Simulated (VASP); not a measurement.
# PbS (I4/mmm) in VASP: a series of runs

Aim: see how the results for PbS move with the level of theory and the settings. Levels: PBE, r2SCAN. Tasks: single point.

All numbers are computed with VASP 6.6.1; they aren't measurements. Logs are shortened: lines on timing, memory, paths and dates and some standing lists are left out, and cuts for length are marked.

### 1 The cell of the first run

Symmetry: I4/mmm, No. 139, tetragonal system. The conventional cell has a = 4.225 Å, b = 4.225 Å, c = 5.795 Å, α = 90.00°, β = 90.00°, γ = 90.00°. Pb (site symmetry 4/mmm) has 6 S at 2.90 to 2.99 Å within 3.8 Å. S (site symmetry 4/mmm) has 6 Pb at 2.90 to 2.99 Å within 3.8 Å.

### 2 Single point, PBE (uniaxial z strain -3.0%)

File INCAR:

```
SYSTEM = PbS
PREC     = Accurate       ! precision mode
ENCUT    = 520            ! plane-wave cutoff, eV
EDIFF    = 1E-6           ! SCF threshold, eV
ISMEAR   = -1             ! smearing method
SIGMA    = 0.02           ! smearing width, eV
LREAL    = .False.        ! projectors in reciprocal space
LASPH    = .True.         ! aspherical terms in the spheres
NELM     = 100            ! most SCF steps
ALGO     = Normal         ! electronic algorithm
ISIF     = 2              ! what is computed and relaxed
LWAVE    = .False.        ! write WAVECAR
LCHARG   = .False.        ! write CHGCAR
GGA      = PE             ! functional
NBANDS   = 17             ! bands
```

File KPOINTS:

```
regular mesh
0
Gamma
  8 8 8
  0 0 0
```

File POSCAR:

```
PbS
1.0
    0.0000000000      2.9872326629      2.8976156830
    2.9872326629      0.0000000000      2.8976156830
    2.9872326629      2.9872326629      0.0000000000
Pb S
1 1
Direct
    0.0000000000      0.0000000000      0.0000000000
    0.5000000000      0.5000000000      0.5000000000
```

Potentials or basis: VASP PAW PBE potentials, release 64 (Pb_d, S).

Command:

```bash
$ cat potpaw_PBE.64/Pb_d/POTCAR potpaw_PBE.64/S/POTCAR > POTCAR
$ mpirun -np 1 vasp_std > vasp.out
```

OUTCAR:

```text
SYSTEM = PbS
   PREC = Accurate
   ENCUT = 520
   EDIFF = 1E-6
   ISMEAR = -1
   LREAL = .False.
   LASPH = .True.
   NELM = 100
   ISIF = 2
   GGA = PE

 ion  position               nearest neighbor table
   1  0.000  0.000  0.000-   2 2.90   2 2.90   2 2.99   2 2.99   2 2.99   2 2.99
   2  0.500  0.500  0.500-   1 2.90   1 2.90   1 2.99   1 2.99   1 2.99   1 2.99

  LATTYP: Found a body centered tetragonal cell.
 ALAT       =     4.2245849458
 C/A-ratio  =     1.3717871555

  Lattice vectors:

 A1 = (   0.0000000000,  -2.9872326629,  -2.8976156830)
 A2 = (   0.0000000000,   2.9872326629,  -2.8976156830)
 A3 = (   2.9872326629,   0.0000000000,   2.8976156830)

Analysis of symmetry for initial positions (statically):
=====================================================================
 Subroutine PRICEL returns:
 Original cell was already a primitive cell.

 Routine SETGRP: Setting up the symmetry group for a
 body centered tetragonal supercell.

 Subroutine GETGRP returns: Found 16 space group operations
 (whereof 16 operations were pure point group operations)
 out of a pool of 16 trial point group operations.

The static configuration has the point symmetry D_4h.

Analysis of symmetry for dynamics (positions and initial velocities):
=====================================================================
 Subroutine PRICEL returns:
 Original cell was already a primitive cell.

 Routine SETGRP: Setting up the symmetry group for a
 body centered tetragonal supercell.

 Subroutine GETGRP returns: Found 16 space group operations
 (whereof 16 operations were pure point group operations)
 out of a pool of 16 trial point group operations.

The dynamic configuration has the point symmetry D_4h.

 Subroutine INISYM returns: Found 16 space group operations
 (whereof 16 operations are pure point group operations),
 and found     1 'primitive' translations

----------------------------------------------------------------------------------------

                                     Primitive cell

  volume of cell :      51.7141

  direct lattice vectors                    reciprocal lattice vectors
     0.000000000  2.987232663  2.897615683    -0.167378995  0.167378995  0.172555665
     2.987232663  0.000000000  2.897615683     0.167378995 -0.167378995  0.172555665
     2.987232663  2.987232663  0.000000000     0.167378995  0.167378995 -0.172555665

  length of vectors
     4.161698647  4.161698647  4.224584946     0.292928171  0.292928171  0.292928171

  position of ions in fractional coordinates (direct lattice)
     0.000000000  0.000000000  0.000000000
     0.500000000  0.500000000  0.500000000

  ion indices of the primitive-cell ions
   primitive index   ion index
                 1           1
                 2           2

----------------------------------------------------------------------------------------

 KPOINTS: regular mesh

Automatic generation of k-mesh.
 Grid dimensions read from file:
 generate k-points for:    8    8    8

 Generating k-lattice:

  Cartesian coordinates                     Fractional coordinates (reciprocal lattice)
    -0.020922374  0.020922374  0.021569458     0.125000000  0.000000000  0.000000000
     0.020922374 -0.020922374  0.021569458     0.000000000  0.125000000  0.000000000
     0.020922374  0.020922374 -0.021569458     0.000000000  0.000000000  0.125000000

  Length of vectors
     0.036616021  0.036616021  0.036616021

  Shift w.r.t. Gamma in fractional coordinates (k-lattice)
     0.000000000  0.000000000  0.000000000

 Subroutine IBZKPT returns following result:
 ===========================================

 Found     59 irreducible k-points:

 Following reciprocal coordinates:
            Coordinates               Weight
  0.000000  0.000000  0.000000      1.000000
  0.125000  0.000000  0.000000      8.000000
  0.250000  0.000000  0.000000      8.000000
  0.375000 -0.000000  0.000000      8.000000
  0.500000  0.000000  0.000000      4.000000
  0.125000  0.125000  0.000000      2.000000
[... 16 lines left out ...]
  0.250000  0.000000  0.125000     16.000000
  0.375000 -0.000000  0.125000     16.000000
 [... further k-points ...]
   k-points           NKPTS =     59   k-points in BZ     NKDIM =     59   number of bands    NBANDS=     17
   number of dos      NEDOS =    301   number of ions     NIONS =      2
   total plane-waves  NPLWV =  32768
   dimension x,y,z NGX =    32 NGY =   32 NGZ =   32
   dimension x,y,z NGXF=    64 NGYF=   64 NGZF=   64
   ions per type =               1   1
   NGX,Y,Z   is equivalent  to a cutoff of  12.78, 12.78, 12.59 a.u.
   NGXF,Y,Z  is equivalent  to a cutoff of  25.57, 25.57, 25.19 a.u.
 SYSTEM =  PbS
   PREC   = accura    normal or accurate (medium, high low for compatibility)
   ISTART =      0    job   : 0-new  1-cont  2-samecut
   ICHARG =      2    charge: 1-file 2-atom 10-const
   ISPIN  =      1    spin polarized calculation?
   LNONCOLLINEAR =      F non collinear calculations
   LSORBIT =      F    spin-orbit coupling
   LASPH  =      T    aspherical Exc in radial PAW
   ENCUT  =  520.0 eV  38.22 Ry    6.18 a.u.   7.74  7.74  7.85*2*pi/ulx,y,z
   NELM   =    100;   NELMIN=  2; NELMDL= -5     # of ELM steps
   EDIFF  = 0.1E-05   stopping-criterion for ELM
   LREAL  =      F    real-space projection
   EDIFFG = 0.1E-04   stopping-criterion for IOM
   NSW    =      0    number of steps for IOM
   IBRION =     -1    ionic relax: 0-MD 1-quasi-New 2-CG
   NFREE  =      0    steps in history (QN), initial steepest desc. (CG)
   ISIF   =      2    stress and relaxation
   ISYM   =      2    0-nonsym 1-usesym 2-fastsym
   POTIM  = 0.5000    time-step for ionic-motion
   TEBEG  =    0.0;   TEEND  =   0.0 temperature during run
   PSTRESS=    0.0 pullay stress
   NELECT =      20.0000    total number of electrons
   NUPDOWN=      -1.0000    fix difference up-down
   EMIN   =  10.00;   EMAX   =-10.00  energy-range for DOS
   EFERMI =   0.00;   METHOD = LEGACY
   ISMEAR =    -1;   SIGMA  =   0.02  broadening in eV -4-tet -1-fermi 0-gaus
   EFERMI_NEDOS =   21; number of points for ismear=-14 and -15
   IALGO  =     38    algorithm
   IMIX   =      4    mixing-type and parameters
     AMIX     =   0.40;   BMIX     =  1.00
     AMIX_MAG =   1.60;   BMIX_MAG =  1.00
  volume/ion in A,a.u.               =      25.86       174.49
  Fermi-wavevector in a.u.,A,eV,Ry     =   1.192748  2.253966 19.356284  1.422647
  Thomas-Fermi vector in A             =   2.328778
   LORBIT       =      0    0 simple, 1 ext, 2 COOP (PROOUT), +10 PAW based schemes
   GGA     = PE    functional components
   LHFCALC =     F    Hartree Fock is set to
   AEXX    =    0.0000 exact exchange contribution
   IVDW    =     0    specifies the selected vdW correction
   LEPSILON=     F    determine dielectric tensor
   LRPA    =     F    only Hartree local field effects (RPA)
 non-spin polarized calculation
  energy-cutoff  :      520.00
  volume of cell :       51.71
 maximum number of plane-waves:      1411
   NGX = 15   NGY = 15   NGZ = 15

 number of electron      19.9999996 magnetization

 Free energy of the ion-electron system (eV)
  ---------------------------------------------------
  ext. energy  EPLUGINS =         0.00000000
  ---------------------------------------------------
  free energy    TOTEN  =        -8.73478458 eV

  energy without entropy =       -8.73478195  energy(sigma->0) =       -8.73478327

 E-fermi :   6.1230     XC(G=0):  -9.7224

 val. band max:        5.9705187337   @ k =   0.5000   0.0000   0.0000
 cond. band min:       6.2754775803   @ k =   0.5000   0.0000   0.0000
 fundamental gap:      0.3049588467
 Fermi energy:         6.1229982071

 k-point     1 :       0.0000    0.0000    0.0000
  band No.  band energies     occupation
      1     -10.9039      2.00000
      2     -10.8961      2.00000
      3     -10.8961      2.00000
      4     -10.8934      2.00000
      5     -10.8745      2.00000
      6      -7.7416      2.00000
[... 9 lines left out ...]
     16      12.7747      0.00000
     17      14.5775      0.00000

 k-point     2 :       0.1250    0.0000    0.0000
  band No.  band energies     occupation
      1     -10.9019      2.00000
      2     -10.8984      2.00000
      3     -10.8936      2.00000
      4     -10.8878      2.00000
      5     -10.8767      2.00000
      6      -7.6068      2.00000
[... 9 lines left out ...]
     16      13.0721      0.00000
     17      15.7266      0.00000

 k-point     3 :       0.2500    0.0000    0.0000
  band No.  band energies     occupation
      1     -10.9086      2.00000
      2     -10.9020      2.00000
      3     -10.8946      2.00000
      4     -10.8708      2.00000
      5     -10.8696      2.00000
      6      -7.2318      2.00000
[... 9 lines left out ...]
     16      13.8872      0.00000
     17      17.6807      0.00000

 k-point     4 :       0.3750   -0.0000    0.0000
  band No.  band energies     occupation
      1     -10.9189      2.00000
      2     -10.9096      2.00000
      3     -10.8961      2.00000
      4     -10.8575      2.00000
      5     -10.8513      2.00000
      6      -6.7434      2.00000
[... 9 lines left out ...]
     16      15.1511      0.00000
     17      17.7510      0.00000

 k-point     5 :       0.5000    0.0000    0.0000
  band No.  band energies     occupation
      1     -10.9232      2.00000
      2     -10.9139      2.00000
      3     -10.8962      2.00000
      4     -10.8515      2.00000
      5     -10.8437      2.00000
      6      -6.4790      2.00000
[... 9 lines left out ...]
     16      16.1433      0.00000
     17      16.5354      0.00000

 k-point     6 :       0.1250    0.1250    0.0000
  band No.  band energies     occupation
      1     -10.9081      2.00000
      2     -10.8889      2.00000
      3     -10.8868      2.00000
      4     -10.8868      2.00000
      5     -10.8850      2.00000
      6      -7.5517      2.00000
[... 9 lines left out ...]
     16      13.8189      0.00000
     17      15.0404      0.00000

 k-point     7 :       0.2500    0.1250    0.0000
  band No.  band energies     occupation
      1     -10.9098      2.00000
      2     -10.9013      2.00000
      3     -10.8946      2.00000
      4     -10.8755      2.00000
      5     -10.8679      2.00000
      6      -7.2411      2.00000
[... 9 lines left out ...]
     16      14.6493      0.00000
     17      16.3820      0.00000

 k-point     8 :       0.3750    0.1250    0.0000
  band No.  band energies     occupation
      1     -10.9215      2.00000
      2     -10.9049      2.00000
      3     -10.9021      2.00000
      4     -10.8650      2.00000
      5     -10.8495      2.00000
      6      -6.7701      2.00000
[... 9 lines left out ...]
     16      15.7558      0.00000
     17      17.6275      0.00000
[... 203 lines left out ...]
      1     -11.0264      2.00000
      2     -10.9259      2.00000
      3     -10.8699      2.00000
      4     -10.8364      2.00000
      5     -10.8333      2.00000
      6      -6.0121      2.00000
[... 9 lines left out ...]
     16      17.4729      0.00000
     17      17.6677      0.00000

 k-point    20 :      -0.3750    0.3750    0.0000
  band No.  band energies     occupation
      1     -11.0067      2.00000
      2     -10.9114      2.00000
      3     -10.8811      2.00000
      4     -10.8467      2.00000
      5     -10.8382      2.00000
      6      -5.9787      2.00000
[... 9 lines left out ...]
     16      16.8998      0.00000
     17      18.9098      0.00000

 k-point    21 :       0.5000    0.5000    0.0000
  band No.  band energies     occupation
      1     -11.0474      2.00000
      2     -10.9327      2.00000
      3     -10.8629      2.00000
      4     -10.8291      2.00000
      5     -10.8291      2.00000
      6      -5.9184      2.00000
[... 9 lines left out ...]
     16      18.1289      0.00000
     17      18.1331      0.00000

 k-point    22 :       0.1250    0.0000    0.1250
  band No.  band energies     occupation
      1     -10.9036      2.00000
      2     -10.8998      2.00000
      3     -10.8963      2.00000
      4     -10.8864      2.00000
      5     -10.8744      2.00000
      6      -7.5632      2.00000
[... 9 lines left out ...]
     16      13.8553      0.00000
     17      15.0222      0.00000

 k-point    23 :       0.2500    0.0000    0.1250
  band No.  band energies     occupation
      1     -10.9191      2.00000
      2     -10.8999      2.00000
      3     -10.8906      2.00000
      4     -10.8799      2.00000
      5     -10.8662      2.00000
      6      -7.2666      2.00000
[... 9 lines left out ...]
     16      14.6001      0.00000
     17      16.2885      0.00000

 k-point    24 :       0.3750   -0.0000    0.1250
  band No.  band energies     occupation
      1     -10.9322      2.00000
      2     -10.8989      2.00000
      3     -10.8935      2.00000
      4     -10.8705      2.00000
      5     -10.8518      2.00000
      6      -6.8062      2.00000
[... 9 lines left out ...]
     16      15.6343      0.00000
     17      17.6380      0.00000

 [... further k-points ...]
[... 5 lines left out ...]
  --------------------------------------------------------------------------------------
  -------------------------------------------------------------------------------------
  Total        0.4512463      0.4512463      1.8658561      0.0000000     -0.0000000      0.0000000
  in kB       13.9802634     13.9802634     57.8069227      0.0000000     -0.0000000      0.0000000
  external PRESSURE =      28.5891498 kB  Pullay stress =       0.0000000 kB

 VOLUME and BASIS-vectors are now :
 -----------------------------------------------------------------------------
  energy-cutoff  :      520.00
  volume of cell :       51.71
      direct lattice vectors                 reciprocal lattice vectors
     0.000000000  2.987232663  2.897615683    -0.167378995  0.167378995  0.172555665
     2.987232663  0.000000000  2.897615683     0.167378995 -0.167378995  0.172555665
     2.987232663  2.987232663  0.000000000     0.167378995  0.167378995 -0.172555665

 POSITION                                       TOTAL-FORCE (eV/Angst)
 -----------------------------------------------------------------------------------
      0.00000      0.00000      0.00000        -0.000000      0.000000     -0.000000
      2.98723      2.98723      2.89762         0.000000     -0.000000      0.000000
 -----------------------------------------------------------------------------------
    total drift:                                0.000000     -0.000000     -0.000000

  FREE ENERGIE OF THE ION-ELECTRON SYSTEM (eV)
  ---------------------------------------------------
  free  energy   TOTEN  =        -8.7347845843 eV

  energy  without entropy=       -8.7347819520  energy(sigma->0) =       -8.73478327
```

Run time: 48 s. Hardware: 1 thread of Intel Xeon 8259CL, shared host; peak memory 0.2 GiB.

What came out:

```yaml
Free_energy: -8.7348 eV
Pressure: 2.9 GPa
Band_gap_on_the_k_mesh: 0.30 eV, direct
```

Stress tensor (GPa, compression positive):
```
1.40 0.00 0.00
0.00 1.40 0.00
0.00 0.00 5.78
```

Caveat: the cell differs from its parent crystal (uniaxial z strain -3.0%); spin-orbit coupling is left out, which moves the levels of the heavy elements. A k mesh can miss the band edges.

### 3 Single point, r2SCAN (uniaxial z strain -3.0%)

POSCAR is that of step 2.

File INCAR.step1:

```
  ALGO = Normal
  EDIFF = 1E-4
  ENCUT = 520
  GGA = PE
  ISMEAR = 0
  LASPH = True
  LCHARG = False
  LREAL = False
  LWAVE = True
  NBANDS = 17
  NELM = 80
  PREC = Accurate
  SIGMA = 0.01
```

File INCAR.step2:

```
  ALGO = Normal
  EDIFF = 1E-6
  ENCUT = 520
  ISIF = 2
  ISMEAR = 0
  ISTART = 1
  LASPH = True
  LCHARG = False
  LMIXTAU = True
  LREAL = False
  LWAVE = False
  METAGGA = R2SCAN
  NBANDS = 17
  NELM = 80
  PREC = Accurate
  SIGMA = 0.01
```

File KPOINTS:

```
k-points
0
Gamma
  8 8 8
```

Potentials or basis: VASP PAW PBE potentials, release 64 (Pb_d, S).

Command:

```bash
$ cat potpaw_PBE.64/Pb_d/POTCAR potpaw_PBE.64/S/POTCAR > POTCAR
$ cp INCAR.step1 INCAR
$ mpirun -np 1 vasp_std > vasp.out
$ cp INCAR.step2 INCAR
$ mpirun -np 1 vasp_std > vasp.out
```

Wall time 3 min (1 thread of Intel Xeon 8259CL, shared host); peak memory 0.21 GiB.

It converged, with:

| Property | Result |
| --- | --- |
| Free energy | -65.5881 eV |
| Pressure | 2.0 GPa |
| Band gap on the k mesh | 0.56 eV, direct |

Stress tensor (GPa, compression positive):
```
0.52 0.00 0.00
0.00 0.52 0.00
0.00 0.00 5.03
```

Levels at points of the mesh, in eV from the valence-band top:
```
           k point  band 7  band 8  band 9  band 10  band 11  band 12  band 13  band 14
(0.00, 0.00, 0.00)   -6.12   -2.60   -2.34    -2.34     5.31     5.31     6.05     7.02
(0.50, 0.00, 0.00)   -9.22   -2.04   -1.98     0.00     0.56     2.03     2.23     9.14
(0.50, 0.50, 0.00)   -7.52   -5.55   -3.76    -3.76     3.98     5.97     5.97     6.25
(0.50, 0.00, 0.50)   -7.36   -5.49   -3.86    -3.54     4.12     5.80     5.88     6.51
```

Caveat: the cell differs from its parent crystal (uniaxial z strain -3.0%); the PAW data sets were made with another functional, which shifts forces and pressure a little; spin-orbit coupling is left out, which moves the levels of the heavy elements. A k mesh can miss the band edges.
